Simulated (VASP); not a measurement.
# Au (P6_3/mmc) in VASP: single point with PBEsol

Aim: the single point of Au with PBEsol.

Program: VASP 6.6.1. These are calculated values, not measurements. Logs are shortened: lines on timing, memory, paths and dates and some standing lists are left out, and cuts for length are marked.

### Step 1. The cell of the first run

The structure is hexagonal, space group P6_3/mmc (No. 194). Conventional cell: a = 2.900 Å, b = 2.900 Å, c = 4.880 Å, α = 90.00°, β = 90.00°, γ = 120.00°. Au (site symmetry -6m2) has 12 Au at 2.90 to 2.96 Å within 3.8 Å.

### Step 2. Single point, PBEsol

INCAR reads:

```
SYSTEM = Au
  PREC = Accurate
  ENCUT = 520
  EDIFF = 1E-6
  ISMEAR = 0
  SIGMA = 0.15
  LREAL = .FALSE.
  LASPH = .TRUE.
  NELM = 80
  ALGO = Fast
  ISIF = 2
  LWAVE = .FALSE.
  LCHARG = .FALSE.
  GGA = PS
  NBANDS = 18
```

KPOINTS reads:

```
Automatic mesh
0
G
  18 18 10
  0 0 0
```

POSCAR reads:

```
Au
1.0
    2.8999984104      0.0000000000      0.0000000000
   -1.4499992052      2.5114722944      0.0000000000
    0.0000000000      0.0000000000      4.8800000000
Au
2
Direct
    0.3333333333      0.6666666667      0.7500000000
    0.6666666667      0.3333333333      0.2500000000
```

Potentials or basis: VASP PAW PBE potentials, release 64 (Au).

On the command line:

```bash
$ cat potpaw_PBE.64/Au/POTCAR > POTCAR
$ mpirun -np 1 vasp_std > vasp.out
```

OUTCAR:

```text
SYSTEM = Au
   PREC = Accurate
   ENCUT = 520
   EDIFF = 1E-6
   ISMEAR = 0
   LREAL = .FALSE.
   LASPH = .TRUE.
   NELM = 80
   ISIF = 2
   GGA = PS

 ion  position               nearest neighbor table
   1  0.333  0.667  0.750-   2 2.96   2 2.96   2 2.96   2 2.96   2 2.96   2 2.96
   2  0.667  0.333  0.250-   1 2.96   1 2.96   1 2.96   1 2.96   1 2.96   1 2.96

  LATTYP: Found a hexagonal cell.
 ALAT       =     2.8999984104
 C/A-ratio  =     1.6827595431

  Lattice vectors:

 A1 = (   2.8999984104,   0.0000000000,   0.0000000000)
 A2 = (  -1.4499992052,   2.5114722944,   0.0000000000)
 A3 = (   0.0000000000,   0.0000000000,   4.8800000000)

Analysis of symmetry for initial positions (statically):
=====================================================================
 Subroutine PRICEL returns:
 Original cell was already a primitive cell.

 Routine SETGRP: Setting up the symmetry group for a
 hexagonal supercell.

 Subroutine GETGRP returns: Found 24 space group operations
 (whereof 12 operations were pure point group operations)
 out of a pool of 24 trial point group operations.

The static configuration has the point symmetry D_3d.
 The point group associated with its full space group is D_6h.

Analysis of symmetry for dynamics (positions and initial velocities):
=====================================================================
 Subroutine PRICEL returns:
 Original cell was already a primitive cell.

 Routine SETGRP: Setting up the symmetry group for a
 hexagonal supercell.

 Subroutine GETGRP returns: Found 24 space group operations
 (whereof 12 operations were pure point group operations)
 out of a pool of 24 trial point group operations.

The dynamic configuration has the point symmetry D_3d.
 The point group associated with its full space group is D_6h.

 Subroutine INISYM returns: Found 24 space group operations
 (whereof 12 operations are pure point group operations),
 and found     1 'primitive' translations

----------------------------------------------------------------------------------------

                                     Primitive cell

  volume of cell :      35.5423

  direct lattice vectors                    reciprocal lattice vectors
     2.899998410  0.000000000  0.000000000     0.344827775  0.199086409  0.000000000
    -1.449999205  2.511472294  0.000000000     0.000000000  0.398172818  0.000000000
     0.000000000  0.000000000  4.880000000     0.000000000  0.000000000  0.204918033

  length of vectors
     2.899998410  2.899998410  4.880000000     0.398172818  0.398172818  0.204918033

  position of ions in fractional coordinates (direct lattice)
     0.333333333  0.666666667  0.750000000
     0.666666667  0.333333333  0.250000000

  ion indices of the primitive-cell ions
   primitive index   ion index
                 1           1
                 2           2

----------------------------------------------------------------------------------------

 KPOINTS: Automatic mesh

Automatic generation of k-mesh.
 Grid dimensions read from file:
 generate k-points for:   18   18   10

 Generating k-lattice:

  Cartesian coordinates                     Fractional coordinates (reciprocal lattice)
     0.019157099  0.011060356  0.000000000     0.055555556  0.000000000  0.000000000
     0.000000000  0.022120712  0.000000000     0.000000000  0.055555556  0.000000000
     0.000000000  0.000000000  0.020491803     0.000000000  0.000000000  0.100000000

  Length of vectors
     0.022120712  0.022120712  0.020491803

  Shift w.r.t. Gamma in fractional coordinates (k-lattice)
     0.000000000  0.000000000  0.000000000

 Subroutine IBZKPT returns following result:
 ===========================================

 Found    222 irreducible k-points:

 Following reciprocal coordinates:
            Coordinates               Weight
  0.000000  0.000000  0.000000      1.000000
  0.055556  0.000000  0.000000      6.000000
  0.111111  0.000000  0.000000      6.000000
  0.166667  0.000000  0.000000      6.000000
  0.222222 -0.000000  0.000000      6.000000
  0.277778 -0.000000  0.000000      6.000000
[... 16 lines left out ...]
  0.333333  0.111111  0.000000     12.000000
  0.388889  0.111111  0.000000     12.000000
 [... further k-points ...]
   k-points           NKPTS =    222   k-points in BZ     NKDIM =    222   number of bands    NBANDS=     18
   number of dos      NEDOS =    301   number of ions     NIONS =      2
   total plane-waves  NPLWV =  20736
   dimension x,y,z NGX =    24 NGY =   24 NGZ =   36
   dimension x,y,z NGXF=    48 NGYF=   48 NGZF=   72
   ions per type =               2
   NGX,Y,Z   is equivalent  to a cutoff of  13.76, 13.76, 12.26 a.u.
   NGXF,Y,Z  is equivalent  to a cutoff of  27.52, 27.52, 24.53 a.u.
 SYSTEM =  Au
   PREC   = accura    normal or accurate (medium, high low for compatibility)
   ISTART =      0    job   : 0-new  1-cont  2-samecut
   ICHARG =      2    charge: 1-file 2-atom 10-const
   ISPIN  =      1    spin polarized calculation?
   LNONCOLLINEAR =      F non collinear calculations
   LSORBIT =      F    spin-orbit coupling
   LASPH  =      T    aspherical Exc in radial PAW
   ENCUT  =  520.0 eV  38.22 Ry    6.18 a.u.   5.39  5.39  9.07*2*pi/ulx,y,z
   NELM   =     80;   NELMIN=  2; NELMDL= -5     # of ELM steps
   EDIFF  = 0.1E-05   stopping-criterion for ELM
   LREAL  =      F    real-space projection
   EDIFFG = 0.1E-04   stopping-criterion for IOM
   NSW    =      0    number of steps for IOM
   IBRION =     -1    ionic relax: 0-MD 1-quasi-New 2-CG
   NFREE  =      0    steps in history (QN), initial steepest desc. (CG)
   ISIF   =      2    stress and relaxation
   ISYM   =      2    0-nonsym 1-usesym 2-fastsym
   POTIM  = 0.5000    time-step for ionic-motion
   TEBEG  =    0.0;   TEEND  =   0.0 temperature during run
   PSTRESS=    0.0 pullay stress
   NELECT =      22.0000    total number of electrons
   NUPDOWN=      -1.0000    fix difference up-down
   EMIN   =  10.00;   EMAX   =-10.00  energy-range for DOS
   EFERMI =   0.00;   METHOD = LEGACY
   ISMEAR =     0;   SIGMA  =   0.15  broadening in eV -4-tet -1-fermi 0-gaus
   EFERMI_NEDOS =   21; number of points for ismear=-14 and -15
   IALGO  =     68    algorithm
   IMIX   =      4    mixing-type and parameters
     AMIX     =   0.40;   BMIX     =  1.00
     AMIX_MAG =   1.60;   BMIX_MAG =  1.00
  volume/ion in A,a.u.               =      17.77       119.93
  Fermi-wavevector in a.u.,A,eV,Ry     =   1.395191  2.636529 26.484537  1.946559
  Thomas-Fermi vector in A             =   2.518667
   LORBIT       =      0    0 simple, 1 ext, 2 COOP (PROOUT), +10 PAW based schemes
   GGA     = PS    functional components
   LHFCALC =     F    Hartree Fock is set to
   AEXX    =    0.0000 exact exchange contribution
   IVDW    =     0    specifies the selected vdW correction
   LEPSILON=     F    determine dielectric tensor
   LRPA    =     F    only Hartree local field effects (RPA)
 non-spin polarized calculation
 RMM-DIIS sequential band-by-band and
 Gauss-broadening in eV      SIGMA  =   0.15
  energy-cutoff  :      520.00
  volume of cell :       35.54
 maximum number of plane-waves:       984
 NGX is ok and might be reduce to    24
   NGX = 11   NGY = 11   NGZ = 19

 number of electron      22.0000001 magnetization

 Free energy of the ion-electron system (eV)
  ---------------------------------------------------
  ext. energy  EPLUGINS =         0.00000000
  ---------------------------------------------------
  free energy    TOTEN  =        -7.80034756 eV

  energy without entropy =       -7.79020802  energy(sigma->0) =       -7.79527779

 E-fermi :   8.5493     XC(G=0): -12.6368

 val. band max:        8.5429344163   @ k =   0.4444   0.0556   0.3000
 cond. band min:       8.5494262693   @ k =   0.2222   0.1111   0.3000
 fundamental gap:      0.0064918530
 Fermi energy:         8.5493487024

 k-point     1 :       0.0000    0.0000    0.0000
  band No.  band energies     occupation
      1      -0.8911      2.00000
      2       1.5394      2.00000
      3       3.9551      2.00000
      4       4.2310      2.00000
      5       4.2310      2.00000
      6       4.5195      2.00000
[... 10 lines left out ...]
     17      26.6718      0.00000
     18      26.6718      0.00000

 k-point     2 :       0.0556    0.0000    0.0000
  band No.  band energies     occupation
      1      -0.7960      2.00000
      2       1.6185      2.00000
      3       3.9265      2.00000
      4       4.2530      2.00000
      5       4.2932      2.00000
      6       4.4856      2.00000
[... 10 lines left out ...]
     17      26.1240      0.00000
     18      26.2671      0.00000

 k-point     3 :       0.1111    0.0000    0.0000
  band No.  band energies     occupation
      1      -0.5168      2.00000
      2       1.8413      2.00000
      3       3.8306      2.00000
      4       4.3070      2.00000
      5       4.4359      2.00000
      6       4.4761      2.00000
[... 10 lines left out ...]
     17      25.0090      0.00000
     18      26.4048      0.00000

 k-point     4 :       0.1667    0.0000    0.0000
  band No.  band energies     occupation
      1      -0.0734      2.00000
      2       2.1517      2.00000
      3       3.7105      2.00000
      4       4.2098      2.00000
      5       4.4049      2.00000
      6       4.6059      2.00000
[... 375 lines left out ...]
      4       3.8267      2.00000
      5       4.2238      2.00000
      6       4.3027      2.00000
[... 10 lines left out ...]
     17      22.2888      0.00000
     18      24.0234      0.00000

 k-point    23 :       0.3333    0.1111    0.0000
  band No.  band energies     occupation
      1       2.1769      2.00000
      2       2.4548      2.00000
      3       2.8299      2.00000
      4       4.1757      2.00000
      5       4.1851      2.00000
      6       4.5418      2.00000
[... 10 lines left out ...]
     17      21.3025      0.00000
     18      23.4405      0.00000

 k-point    24 :       0.3889    0.1111    0.0000
  band No.  band energies     occupation
      1       2.2921      2.00000
      2       2.3578      2.00000
      3       2.6849      2.00000
      4       4.1726      2.00000
      5       4.4339      2.00000
      6       4.5337      2.00000
[... 10 lines left out ...]
     17      20.4502      0.00000
     18      23.0981      0.00000

 [... further k-points ...]
[... 5 lines left out ...]
  --------------------------------------------------------------------------------------
  -------------------------------------------------------------------------------------
  Total       -1.4632098     -1.4632098     -1.4439793      0.0000000      0.0000000      0.0000000
  in kB      -65.9585649    -65.9585649    -65.0916935      0.0000000      0.0000000      0.0000000
  external PRESSURE =     -65.6696077 kB  Pullay stress =       0.0000000 kB

 VOLUME and BASIS-vectors are now :
 -----------------------------------------------------------------------------
  energy-cutoff  :      520.00
  volume of cell :       35.54
      direct lattice vectors                 reciprocal lattice vectors
     2.899998410  0.000000000  0.000000000     0.344827775  0.199086409  0.000000000
    -1.449999205  2.511472294  0.000000000     0.000000000  0.398172818  0.000000000
     0.000000000  0.000000000  4.880000000     0.000000000  0.000000000  0.204918033

 POSITION                                       TOTAL-FORCE (eV/Angst)
 -----------------------------------------------------------------------------------
     -0.00000      1.67431      3.66000        -0.000000     -0.000000      0.000000
      1.45000      0.83716      1.22000         0.000000      0.000000      0.000000
 -----------------------------------------------------------------------------------
    total drift:                               -0.000000      0.000000     -0.000000

  FREE ENERGIE OF THE ION-ELECTRON SYSTEM (eV)
  ---------------------------------------------------
  free  energy   TOTEN  =        -7.8003475629 eV

  energy  without entropy=       -7.7902080161  energy(sigma->0) =       -7.79527779
```

Wall time 60 s (1 thread of Intel Xeon Platinum 8375C at 2.90GHz (Ice Lake), shared host); peak memory 0.24 GiB.

Results:

```
Free energy            : -7.8003 eV
Pressure               : -6.6 GPa
Band gap on the k mesh : zero (band 11 reaches 12.65 eV, above the bottom of band 12 at 6.03 eV)
```

Caveat: the PAW data sets were made with another functional, which shifts forces and pressure a little; spin-orbit coupling is left out, which moves the levels of the heavy elements.
